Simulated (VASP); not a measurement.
# CdF2 (Imm2) in VASP: single point with LDA

Aim: the single point of CdF2 with LDA.

All numbers are computed with VASP 6.6.1; they aren't measurements. Logs are shortened: lines on timing, memory, paths and dates and some standing lists are left out, and cuts for length are marked.

### Step 1. The cell of the first run

Symmetry: Imm2, No. 44, orthorhombic system. Conventional cell: a = 3.810 Å, b = 5.388 Å, c = 3.810 Å, α = 90.00°, β = 90.00°, γ = 90.00°. Within 2.3 Å of Cd (site symmetry mm2) lie 2 F at 1.71 Å. Within 2.3 Å of F (site symmetry m) lie 1 Cd at 1.71 Å.

### Step 2. Single point, LDA (atom 1 (Cd) moved by (-0.600, -0.600) A along y and z)

Contents of INCAR:

```
SYSTEM = CdF2
PREC = Accurate
ENCUT = 520
EDIFF = 1E-7
ISMEAR = 0
SIGMA = 0.05
LREAL = .FALSE.
LASPH = .TRUE.
NELM = 80
ALGO = Normal
ISIF = 2
LWAVE = .FALSE.
LCHARG = .FALSE.
NBANDS = 20
```

Contents of KPOINTS:

```
Automatic mesh
0
G
  8 8 8
  0 0 0
```

Contents of POSCAR:

```
CdF2
1.0
    0.0000000000      2.6940000000      2.6940000000
    2.6940000000      0.0000000000      2.6940000000
    2.6940000000      2.6940000000      0.0000000000
Cd F
1 2
Direct
   -0.2227171492      0.0000000000      0.0000000000
    0.2500000000      0.2500000000      0.2500000000
    0.7500000000      0.7500000000      0.7500000000
```

Potentials or basis: VASP PAW LDA potentials, release 64 (Cd, F).

Run with:

```
> cat potpaw_LDA.64/Cd/POTCAR potpaw_LDA.64/F/POTCAR > POTCAR
> mpirun -np 1 vasp_std > vasp.out
```

OUTCAR:

```text
SYSTEM = CdF2
   PREC = Accurate
   ENCUT = 520
   EDIFF = 1E-7
   ISMEAR = 0
   LREAL = .FALSE.
   LASPH = .TRUE.
   NELM = 80
   ISIF = 2

 ion  position               nearest neighbor table
   1  0.777  0.000  0.000-   3 1.71   2 1.71   2 2.48   3 2.48   2 2.48   3 2.48
   2  0.250  0.250  0.250-   1 1.71   1 2.48   1 2.48
   3  0.750  0.750  0.750-   1 1.71   1 2.48   1 2.48

  LATTYP: Found a face centered cubic cell.
 ALAT       =     5.3880000000

  Lattice vectors:

 A1 = (   0.0000000000,   2.6940000000,   2.6940000000)
 A2 = (   2.6940000000,   0.0000000000,   2.6940000000)
 A3 = (   2.6940000000,   2.6940000000,   0.0000000000)

Analysis of symmetry for initial positions (statically):
=====================================================================
 Subroutine PRICEL returns:
 Original cell was already a primitive cell.

 Routine SETGRP: Setting up the symmetry group for a
 face centered cubic supercell.

 Subroutine GETGRP returns: Found  4 space group operations
 (whereof  4 operations were pure point group operations)
 out of a pool of 48 trial point group operations.

The static configuration has the point symmetry C_2v.

Analysis of symmetry for dynamics (positions and initial velocities):
=====================================================================
 Subroutine PRICEL returns:
 Original cell was already a primitive cell.

 Routine SETGRP: Setting up the symmetry group for a
 face centered cubic supercell.

 Subroutine GETGRP returns: Found  4 space group operations
 (whereof  4 operations were pure point group operations)
 out of a pool of 48 trial point group operations.

The dynamic configuration has the point symmetry C_2v.

 Subroutine INISYM returns: Found  4 space group operations
 (whereof  4 operations are pure point group operations),
 and found     1 'primitive' translations

----------------------------------------------------------------------------------------

                                     Primitive cell

  volume of cell :      39.1041

  direct lattice vectors                    reciprocal lattice vectors
     0.000000000  2.694000000  2.694000000    -0.185597624  0.185597624  0.185597624
     2.694000000  0.000000000  2.694000000     0.185597624 -0.185597624  0.185597624
     2.694000000  2.694000000  0.000000000     0.185597624  0.185597624 -0.185597624

  length of vectors
[... 74 lines left out ...]
 SYSTEM =  CdF2
   PREC   = accura    normal or accurate (medium, high low for compatibility)
   ISTART =      0    job   : 0-new  1-cont  2-samecut
   ICHARG =      2    charge: 1-file 2-atom 10-const
   ISPIN  =      1    spin polarized calculation?
   LNONCOLLINEAR =      F non collinear calculations
   LSORBIT =      F    spin-orbit coupling
   LASPH  =      T    aspherical Exc in radial PAW
   ENCUT  =  520.0 eV  38.22 Ry    6.18 a.u.   7.08  7.08  7.08*2*pi/ulx,y,z
   NELM   =     80;   NELMIN=  2; NELMDL= -5     # of ELM steps
   EDIFF  = 0.1E-06   stopping-criterion for ELM
   LREAL  =      F    real-space projection
   EDIFFG = 0.1E-05   stopping-criterion for IOM
   NSW    =      0    number of steps for IOM
   IBRION =     -1    ionic relax: 0-MD 1-quasi-New 2-CG
   NFREE  =      0    steps in history (QN), initial steepest desc. (CG)
   ISIF   =      2    stress and relaxation
   ISYM   =      2    0-nonsym 1-usesym 2-fastsym
   POTIM  = 0.5000    time-step for ionic-motion
   TEBEG  =    0.0;   TEEND  =   0.0 temperature during run
   PSTRESS=    0.0 pullay stress
   NELECT =      26.0000    total number of electrons
   NUPDOWN=      -1.0000    fix difference up-down
   EMIN   =  10.00;   EMAX   =-10.00  energy-range for DOS
   EFERMI =   0.00;   METHOD = LEGACY
   ISMEAR =     0;   SIGMA  =   0.05  broadening in eV -4-tet -1-fermi 0-gaus
   EFERMI_NEDOS =   21; number of points for ismear=-14 and -15
   IALGO  =     38    algorithm
   IMIX   =      4    mixing-type and parameters
     AMIX     =   0.40;   BMIX     =  1.00
     AMIX_MAG =   1.60;   BMIX_MAG =  1.00
  volume/ion in A,a.u.               =      13.03        87.96
  Fermi-wavevector in a.u.,A,eV,Ry     =   1.428867  2.700166 27.778468  2.041660
  Thomas-Fermi vector in A             =   2.548882
   LORBIT       =      0    0 simple, 1 ext, 2 COOP (PROOUT), +10 PAW based schemes
   GGA     = CA    functional components
   LHFCALC =     F    Hartree Fock is set to
   AEXX    =    0.0000 exact exchange contribution
   IVDW    =     0    specifies the selected vdW correction
   LEPSILON=     F    determine dielectric tensor
   LRPA    =     F    only Hartree local field effects (RPA)
 non-spin polarized calculation
 Gauss-broadening in eV      SIGMA  =   0.05
  energy-cutoff  :      520.00
  volume of cell :       39.10
 maximum number of plane-waves:      1067
   NGX = 15   NGY = 15   NGZ = 15

 number of electron      25.9999979 magnetization

 Free energy of the ion-electron system (eV)
  ---------------------------------------------------
  ext. energy  EPLUGINS =         0.00000000
  ---------------------------------------------------
  free energy    TOTEN  =        -8.44107920 eV

  energy without entropy =       -8.44107920  energy(sigma->0) =       -8.44107920

 E-fermi :   0.1860     XC(G=0): -10.9698

 val. band max:       -0.0186117177   @ k =   0.0000  -0.3750   0.3750
 cond. band min:       1.6180514332   @ k =   0.0000   0.0000   0.0000
 fundamental gap:      1.6366631509
 Fermi energy:         0.1860101516

 k-point     1 :       0.0000    0.0000    0.0000
  band No.  band energies     occupation
      1     -22.9282      2.00000
      2     -22.0974      2.00000
      3      -7.8928      2.00000
      4      -7.7277      2.00000
      5      -7.6289      2.00000
      6      -6.9940      2.00000
[... 541 lines left out ...]
     19      15.6050      0.00000
     20      18.6517      0.00000

 [... further k-points ...]
[... 5 lines left out ...]
  --------------------------------------------------------------------------------------
  -------------------------------------------------------------------------------------
  Total       27.0082168      7.3248176      7.3248176      0.0000000      8.2911044      0.0000000
  in kB     1106.5823119    300.1128752    300.1128752      0.0000000    339.7036378      0.0000000
  external PRESSURE =     568.9360207 kB  Pullay stress =       0.0000000 kB

 VOLUME and BASIS-vectors are now :
 -----------------------------------------------------------------------------
  energy-cutoff  :      520.00
  volume of cell :       39.10
      direct lattice vectors                 reciprocal lattice vectors
     0.000000000  2.694000000  2.694000000    -0.185597624  0.185597624  0.185597624
     2.694000000  0.000000000  2.694000000     0.185597624 -0.185597624  0.185597624
     2.694000000  2.694000000  0.000000000     0.185597624  0.185597624 -0.185597624

 POSITION                                       TOTAL-FORCE (eV/Angst)
 -----------------------------------------------------------------------------------
      0.00000      2.09400      2.09400         0.000000     10.911914     10.911914
      1.34700      1.34700      1.34700        10.273527     -5.455957     -5.455957
      4.04100      4.04100      4.04100       -10.273527     -5.455957     -5.455957
 -----------------------------------------------------------------------------------
    total drift:                                0.000004      0.000321      0.000321

  FREE ENERGIE OF THE ION-ELECTRON SYSTEM (eV)
  ---------------------------------------------------
  free  energy   TOTEN  =        -8.4410791981 eV

  energy  without entropy=       -8.4410791981  energy(sigma->0) =       -8.44107920
```

OSZICAR:

```text
N       E                     dE             d eps       ncg     rms          rms(c)
DAV:   1     0.205212212839E+03    0.20521E+03   -0.15153E+04  3808   0.134E+03
DAV:   2    -0.129374970925E+01   -0.20651E+03   -0.19895E+03  4136   0.352E+02
DAV:   3    -0.103643298557E+02   -0.90706E+01   -0.90463E+01  4380   0.815E+01
DAV:   4    -0.104063429665E+02   -0.42013E-01   -0.42011E-01  4072   0.565E+00
DAV:   5    -0.104065035985E+02   -0.16063E-03   -0.16063E-03  4348   0.313E-01    0.312E+01
DAV:   6    -0.847217696295E+01    0.19343E+01   -0.46681E+00  4924   0.378E+01    0.201E+01
DAV:   7    -0.846895590652E+01    0.32211E-02   -0.99421E-01  3952   0.939E+00    0.964E+00
DAV:   8    -0.844907588379E+01    0.19880E-01   -0.15021E-01  4244   0.397E+00    0.113E+00
DAV:   9    -0.844100289640E+01    0.80730E-02   -0.43033E-02  4984   0.328E+00    0.308E-01
DAV:  10    -0.844106270949E+01   -0.59813E-04   -0.37930E-03  3924   0.610E-01    0.834E-02
DAV:  11    -0.844107880320E+01   -0.16094E-04   -0.21645E-04  4256   0.136E-01    0.300E-02
DAV:  12    -0.844108529956E+01   -0.64964E-05   -0.64224E-05  4268   0.676E-02    0.208E-02
DAV:  13    -0.844107908277E+01    0.62168E-05   -0.24389E-05  4268   0.411E-02    0.257E-03
DAV:  14    -0.844107919132E+01   -0.10855E-06   -0.93245E-07  3960   0.931E-03    0.260E-03
DAV:  15    -0.844107919808E+01   -0.67553E-08   -0.29517E-08  2476   0.172E-03
   1 F= -.84410792E+01 E0= -.84410792E+01  d E =-.589731E-11
```

Run time: 37 s. Hardware: 1 thread of Intel Xeon Platinum 8488C (Sapphire Rapids), shared host; peak memory 0.18 GiB.

Results:

```yaml
Free_energy: -8.4411 eV
Pressure: 56.9 GPa
Largest_force: 15.432 eV/Å
Band_gap_on_the_k_mesh: 1.64 eV, indirect (least direct gap 2.74 eV)
```

Forces on the atoms (eV/Å):
```
Cd    0.000  10.912  10.912
F    10.274  -5.456  -5.456
F   -10.274  -5.456  -5.456
```

Caveat: the cell differs from its parent crystal (atom 1 (Cd) moved by (-0.600, -0.600) A along y and z); forces of over 1 eV/Å act on the atoms, so gaps and moduli don't describe the material at rest. A k mesh can miss the band edges.
